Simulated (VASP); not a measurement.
# NiO (Fm-3m) in VASP: further runs

The runs below take NiO through single point, with r2SCAN.

Program: VASP 6.6.1. These are calculated values, not measurements. Logs are shortened: lines on timing, memory, paths and dates and some standing lists are left out, and cuts for length are marked.

### 1 The cell of the first run

The structure is cubic, space group Fm-3m (No. 225). The conventional cell has a = 4.170 Å, b = 4.170 Å, c = 4.170 Å, α = 90.00°, β = 90.00°, γ = 90.00°. Within 2.8 Å of Ni (site symmetry m-3m) lie 6 O at 2.08 Å. Within 2.8 Å of O (site symmetry m-3m) lie 6 Ni at 2.08 Å.

### 2 Single point, r2SCAN

Contents of POSCAR:

```
NiO
1.0
    0.0000000000      2.0850000000      2.0850000000
    2.0850000000      0.0000000000      2.0850000000
    2.0850000000      2.0850000000      0.0000000000
Ni O
1 1
Direct
    0.0370000000      0.0185000000      0.0123333333
    0.5370000000      0.5185000000      0.5123333333
```

Contents of INCAR.step1:

```
ALGO = Normal
EDIFF = 1E-5
ENCUT = 660
GGA = PE
GGA_COMPAT = False
ISMEAR = -1
LASPH = True
LCHARG = False
LREAL = False
LWAVE = True
NBANDS = 15
NELM = 120
PREC = Accurate
SIGMA = 0.1
```

Contents of INCAR.step2:

```
ALGO = Normal
EDIFF = 1E-6
ENCUT = 660
GGA_COMPAT = False
ISIF = 2
ISMEAR = -1
ISTART = 1
LASPH = True
LCHARG = True
LELF = True
LMIXTAU = True
LREAL = False
LVHAR = True
LWAVE = False
METAGGA = R2SCAN
NBANDS = 15
NELM = 120
PREC = Accurate
SIGMA = 0.1
```

Contents of KPOINTS:

```
k-points
0
Gamma
  2 2 2
```

Potentials or basis: VASP PAW PBE potentials, release 64 (Ni, O).

Command:

```bash
$ cat potpaw_PBE.64/Ni/POTCAR potpaw_PBE.64/O/POTCAR > POTCAR
$ cp INCAR.step1 INCAR
$ mpirun -np 1 vasp_std > vasp.out
$ cp INCAR.step2 INCAR
$ mpirun -np 1 vasp_std > vasp.out
```

OUTCAR:

```text
EDIFF = 1E-6
   ENCUT = 660
   ISIF = 2
   ISMEAR = -1
   ISTART = 1
   LASPH = True
   LREAL = False
   METAGGA = R2SCAN
   NELM = 120
   PREC = Accurate

 ion  position               nearest neighbor table
   1  0.037  0.019  0.012-   2 2.08   2 2.08   2 2.08   2 2.08   2 2.08   2 2.08
   2  0.537  0.519  0.512-   1 2.08   1 2.08   1 2.08   1 2.08   1 2.08   1 2.08

  LATTYP: Found a face centered cubic cell.
 ALAT       =     4.1700000000

  Lattice vectors:

 A1 = (   0.0000000000,   2.0850000000,   2.0850000000)
 A2 = (   2.0850000000,   0.0000000000,   2.0850000000)
 A3 = (   2.0850000000,   2.0850000000,   0.0000000000)

Analysis of symmetry for initial positions (statically):
=====================================================================
 Subroutine PRICEL returns:
 Original cell was already a primitive cell.

 Routine SETGRP: Setting up the symmetry group for a
 face centered cubic supercell.

 Subroutine GETGRP returns: Found 48 space group operations
 (whereof  1 operations were pure point group operations)
 out of a pool of 48 trial point group operations.

The static configuration has the point symmetry C_1 .
 The point group associated with its full space group is O_h .

Analysis of symmetry for dynamics (positions and initial velocities):
=====================================================================
 Subroutine PRICEL returns:
 Original cell was already a primitive cell.

 Routine SETGRP: Setting up the symmetry group for a
 face centered cubic supercell.

 Subroutine GETGRP returns: Found 48 space group operations
 (whereof  1 operations were pure point group operations)
 out of a pool of 48 trial point group operations.

The dynamic configuration has the point symmetry C_1 .
 The point group associated with its full space group is O_h .

 Subroutine INISYM returns: Found 48 space group operations
 (whereof  1 operations are pure point group operations),
 and found     1 'primitive' translations

----------------------------------------------------------------------------------------

                                     Primitive cell

  volume of cell :      18.1279

  direct lattice vectors                    reciprocal lattice vectors
     0.000000000  2.085000000  2.085000000    -0.239808153  0.239808153  0.239808153
     2.085000000  0.000000000  2.085000000     0.239808153 -0.239808153  0.239808153
     2.085000000  2.085000000  0.000000000     0.239808153  0.239808153 -0.239808153

  length of vectors
     2.948635278  2.948635278  2.948635278     0.415359906  0.415359906  0.415359906

  position of ions in fractional coordinates (direct lattice)
     0.037000000  0.018500000  0.012333333
     0.537000000  0.518500000  0.512333333

  ion indices of the primitive-cell ions
   primitive index   ion index
                 1           1
                 2           2

----------------------------------------------------------------------------------------

 KPOINTS: k-points

Automatic generation of k-mesh.
 Grid dimensions read from file:
 generate k-points for:    2    2    2

 Generating k-lattice:

  Cartesian coordinates                     Fractional coordinates (reciprocal lattice)
    -0.119904077  0.119904077  0.119904077     0.500000000  0.000000000  0.000000000
     0.119904077 -0.119904077  0.119904077     0.000000000  0.500000000  0.000000000
     0.119904077  0.119904077 -0.119904077     0.000000000  0.000000000  0.500000000

  Length of vectors
     0.207679953  0.207679953  0.207679953

  Shift w.r.t. Gamma in fractional coordinates (k-lattice)
     0.000000000  0.000000000  0.000000000

 Subroutine IBZKPT returns following result:
 ===========================================

 Found      3 irreducible k-points:

 Following reciprocal coordinates:
            Coordinates               Weight
  0.000000  0.000000  0.000000      1.000000
  0.500000  0.000000  0.000000      4.000000
  0.500000  0.500000  0.000000      3.000000
   k-points           NKPTS =      3   k-points in BZ     NKDIM =      3   number of bands    NBANDS=     15
   number of dos      NEDOS =    301   number of ions     NIONS =      2
   total plane-waves  NPLWV =  21952
   dimension x,y,z NGX =    28 NGY =   28 NGZ =   28
   dimension x,y,z NGXF=    56 NGYF=   56 NGZF=   56
   ions per type =               1   1
   NGX,Y,Z   is equivalent  to a cutoff of  15.79, 15.79, 15.79 a.u.
   NGXF,Y,Z  is equivalent  to a cutoff of  31.57, 31.57, 31.57 a.u.
 SYSTEM =  unknown system
   PREC   = accura    normal or accurate (medium, high low for compatibility)
   ISTART =      1    job   : 0-new  1-cont  2-samecut
   ICHARG =      0    charge: 1-file 2-atom 10-const
   ISPIN  =      1    spin polarized calculation?
   LNONCOLLINEAR =      F non collinear calculations
   LSORBIT =      F    spin-orbit coupling
   LASPH  =      T    aspherical Exc in radial PAW
   ENCUT  =  660.0 eV  48.51 Ry    6.96 a.u.   6.18  6.18  6.18*2*pi/ulx,y,z
   NELM   =    120;   NELMIN=  2; NELMDL=  0     # of ELM steps
   EDIFF  = 0.1E-05   stopping-criterion for ELM
   LREAL  =      F    real-space projection
   EDIFFG = 0.1E-04   stopping-criterion for IOM
   NSW    =      0    number of steps for IOM
   IBRION =     -1    ionic relax: 0-MD 1-quasi-New 2-CG
   NFREE  =      0    steps in history (QN), initial steepest desc. (CG)
   ISIF   =      2    stress and relaxation
   ISYM   =      2    0-nonsym 1-usesym 2-fastsym
   POTIM  = 0.5000    time-step for ionic-motion
   TEBEG  =    0.0;   TEEND  =   0.0 temperature during run
   PSTRESS=    0.0 pullay stress
   NELECT =      16.0000    total number of electrons
   NUPDOWN=      -1.0000    fix difference up-down
   EMIN   =  10.00;   EMAX   =-10.00  energy-range for DOS
   EFERMI =   0.00;   METHOD = LEGACY
   ISMEAR =    -1;   SIGMA  =   0.10  broadening in eV -4-tet -1-fermi 0-gaus
   EFERMI_NEDOS =   21; number of points for ismear=-14 and -15
   IALGO  =     38    algorithm
   IMIX   =      4    mixing-type and parameters
     AMIX     =   0.40;   BMIX     =  1.00
     AMIX_MAG =   1.60;   BMIX_MAG =  1.00
  volume/ion in A,a.u.               =       9.06        61.17
  Fermi-wavevector in a.u.,A,eV,Ry     =   1.570358  2.967547 33.552312  2.466025
  Thomas-Fermi vector in A             =   2.672104
   LORBIT       =      0    0 simple, 1 ext, 2 COOP (PROOUT), +10 PAW based schemes
   METAGGA = R2SCAN    functional components
   LHFCALC =     F    Hartree Fock is set to
   AEXX    =    0.0000 exact exchange contribution
   IVDW    =     0    specifies the selected vdW correction
   LEPSILON=     F    determine dielectric tensor
   LRPA    =     F    only Hartree local field effects (RPA)
 non-spin polarized calculation
  energy-cutoff  :      660.00
  volume of cell :       18.13
 maximum number of plane-waves:       725
 NGX is ok and might be reduce to    28
   NGX = 13   NGY = 13   NGZ = 13

 number of electron      15.9999998 magnetization

 Free energy of the ion-electron system (eV)
  ---------------------------------------------------
  ext. energy  EPLUGINS =         0.00000000
  ---------------------------------------------------
  free energy    TOTEN  =       -19.64538301 eV

  energy without entropy =      -19.64510905  energy(sigma->0) =      -19.64524603

 E-fermi :   8.4997     XC(G=0): -13.3896

 val. band max:        7.6341809178   @ k =   0.5000   0.5000   0.0000
 cond. band min:       9.4606408533   @ k =   0.5000   0.0000   0.0000
 fundamental gap:      1.8264599356
 Fermi energy:         8.4996802287

 k-point     1 :       0.0000    0.0000    0.0000
  band No.  band energies     occupation
      1     -13.8717      2.00000
      2       4.4116      2.00000
      3       4.4116      2.00000
      4       4.4116      2.00000
      5       5.9862      2.00000
      6       5.9863      2.00000
      7       5.9863      2.00000
      8       6.6958      2.00000
      9       6.6958      2.00000
     10       9.9646      0.00000
     11      26.4100      0.00000
     12      27.6468      0.00000
     13      27.6469      0.00000
     14      27.6469      0.00000
     15      31.6156      0.00000

 k-point     2 :       0.5000    0.0000    0.0000
  band No.  band energies     occupation
      1     -12.5673      2.00000
      2      -0.6330      2.00000
      3       2.1887      2.00000
      4       2.1887      2.00000
      5       6.8358      2.00000
      6       6.8359      2.00000
      7       7.1799      2.00000
      8       9.4606      0.00013
      9       9.4606      0.00013
     10      14.0640      0.00000
     11      18.7139      0.00000
     12      22.8149      0.00000
     13      22.8149      0.00000
     14      30.2852      0.00000
     15      34.9399      0.00000

 k-point     3 :       0.5000    0.5000    0.0000
  band No.  band energies     occupation
      1     -12.5038      2.00000
      2       0.5594      2.00000
      3       3.1212      2.00000
      4       3.1212      2.00000
      5       5.0262      2.00000
      6       7.0745      2.00000
      7       7.0746      2.00000
      8       7.1022      2.00000
      9       7.6342      1.99965
     10      14.8980      0.00000
     11      19.2117      0.00000
     12      20.8463      0.00000
     13      25.6348      0.00000
     14      25.6348      0.00000
     15      37.7943      0.00000

------------------------ aborting loop because EDIFF is reached ----------------------------------------

  FORCE on cell =-STRESS in cart. coord.  units (eV):
  Direction    XX          YY          ZZ          XY          YZ          ZX
  --------------------------------------------------------------------------------------
  -------------------------------------------------------------------------------------
  Total       -1.8363279     -1.8363279     -1.8363279      0.0000000     -0.0000000      0.0000000
  in kB     -162.2978054   -162.2978054   -162.2978054      0.0000000     -0.0000000      0.0000000
  external PRESSURE =    -162.2978054 kB  Pullay stress =       0.0000000 kB

 VOLUME and BASIS-vectors are now :
 -----------------------------------------------------------------------------
  energy-cutoff  :      660.00
  volume of cell :       18.13
      direct lattice vectors                 reciprocal lattice vectors
     0.000000000  2.085000000  2.085000000    -0.239808153  0.239808153  0.239808153
     2.085000000  0.000000000  2.085000000     0.239808153 -0.239808153  0.239808153
     2.085000000  2.085000000  0.000000000     0.239808153  0.239808153 -0.239808153

 POSITION                                       TOTAL-FORCE (eV/Angst)
 -----------------------------------------------------------------------------------
      0.06429      0.10286      0.11572         0.000000     -0.000000      0.000000
      2.14929      2.18786      2.20072        -0.000000      0.000000     -0.000000
 -----------------------------------------------------------------------------------
    total drift:                               -0.000793     -0.000716      0.000364

  FREE ENERGIE OF THE ION-ELECTRON SYSTEM (eV)
  ---------------------------------------------------
  free  energy   TOTEN  =       -19.6453830082 eV

  energy  without entropy=      -19.6451090549  energy(sigma->0) =      -19.64524603
```

Run time: 47 s. Hardware: 1 thread of Intel Xeon 8259CL, shared host; peak memory 0.16 GiB.

Results:

```yaml
Free_energy: -19.6454 eV
Pressure: -16.2 GPa
Band_gap_on_the_k_mesh: zero (band 8 reaches 9.46 eV, above the bottom of band 9 at 6.70 eV)
```

Levels at points of the mesh, in eV from the Fermi level:
| k point | band 5 | band 6 | band 7 | band 8 | band 9 | band 10 | band 11 | band 12 | band 13 | band 14 |
| --- | --- | --- | --- | --- | --- | --- | --- | --- | --- | --- |
| (0.00, 0.00, 0.00) | -2.51 | -2.51 | -2.51 | -1.80 | -1.80 | 1.46 | 17.91 | 19.15 | 19.15 | 19.15 |
| (0.50, 0.00, 0.00) | -1.66 | -1.66 | -1.32 | 0.96 | 0.96 | 5.56 | 10.21 | 14.32 | 14.32 | 21.79 |
| (0.50, 0.50, 0.00) | -3.47 | -1.43 | -1.43 | -1.40 | -0.87 | 6.40 | 10.71 | 12.35 | 17.14 | 17.14 |

Caveat: the k points lie up to 1.30 Å⁻¹ apart; the PAW data sets were made with another functional, which shifts forces and pressure a little; the run has no spin polarisation, though such a crystal can be magnetic; semilocal functionals often make such compounds metallic where correlation or magnetic order opens a gap, which also shifts bond lengths. Spin polarisation is off, so any magnetic state and its effect on volume and gap are missing.

### 3 Single point, r2SCAN, collinear spin, ferromagnetic start

POSCAR is that of step 2.

Contents of INCAR.step1:

```
SYSTEM = NiO
PREC = Accurate
ENCUT = 660
ISMEAR = -1
SIGMA = 0.1
LREAL = .False.
LASPH = .True.
NELM = 200
ISPIN = 2
MAGMOM = 2 0
LMAXMIX = 4
NBANDS = 19
GGA = PE
ALGO = Normal
EDIFF = 1E-5
LWAVE = .True.
LCHARG = .False.
GGA_COMPAT = .False.
```

Contents of INCAR.step2:

```
SYSTEM = NiO
PREC = Accurate
ENCUT = 660
EDIFF = 1E-6
ISMEAR = -1
SIGMA = 0.1
LREAL = .False.
LASPH = .True.
NELM = 200
ALGO = Normal
ISIF = 2
LWAVE = .False.
LCHARG = .False.
ISPIN = 2
MAGMOM = 2 0
LORBIT = 11
LMAXMIX = 4
METAGGA = R2SCAN
LMIXTAU = .True.
NBANDS = 19
ISTART = 1
GGA_COMPAT = .False.
```

Contents of KPOINTS:

```
Automatic mesh
0
Gamma
  2 2 2
  0 0 0
```

Potentials or basis: VASP PAW PBE potentials, release 64 (Ni, O).

Command:

```bash
$ cat potpaw_PBE.64/Ni/POTCAR potpaw_PBE.64/O/POTCAR > POTCAR
$ cp INCAR.step1 INCAR
$ mpirun -np 1 vasp_std > vasp.out
$ cp INCAR.step2 INCAR
$ mpirun -np 1 vasp_std > vasp.out
```

It took 71 s on 1 thread of Intel Xeon 8259CL, shared host; peak memory 0.18 GiB.

The run converged. Its results:

| Item | Value |
| --- | --- |
| Free energy | -19.6454 eV |
| Pressure | -16.2 GPa |
| Band gap on the k mesh | zero (filled and empty bands overlap) |
| Net moment | 0.00 μB per cell |
| Valence electrons inside the program's atomic spheres | Ni 9.10; O 4.98 |

Levels at points of the mesh, in eV from the Fermi level:
Spin up:
```
           k point  band 6  band 7  band 8  band 9  band 10  band 11  band 12  band 13
(0.00, 0.00, 0.00)   -2.51   -2.51   -1.80   -1.80     1.46    17.91    19.15    19.15
(0.50, 0.00, 0.00)   -1.66   -1.32    0.96    0.96     5.56    10.21    14.32    14.32
(0.50, 0.50, 0.00)   -1.43   -1.43   -1.40   -0.87     6.40    10.71    12.35    17.14
```
Spin down:
```tsv
k point	band 6	band 7	band 8	band 9	band 10	band 11	band 12	band 13
(0.00, 0.00, 0.00)	-2.51	-2.51	-1.80	-1.80	1.46	17.91	19.15	19.15
(0.50, 0.00, 0.00)	-1.66	-1.32	0.96	0.96	5.56	10.21	14.32	14.32
(0.50, 0.50, 0.00)	-1.43	-1.43	-1.40	-0.87	6.40	10.71	12.35	17.14
```

Caveat: the k points lie up to 1.30 Å⁻¹ apart; the starting moments collapsed, and a magnetic state may lie lower; the PAW data sets were made with another functional, which shifts forces and pressure a little; semilocal functionals often make such compounds metallic where correlation or magnetic order opens a gap, which also shifts bond lengths. With open d or f shells a metallic result of r2SCAN can be an artefact of self-interaction; +U or a hybrid may open a gap.
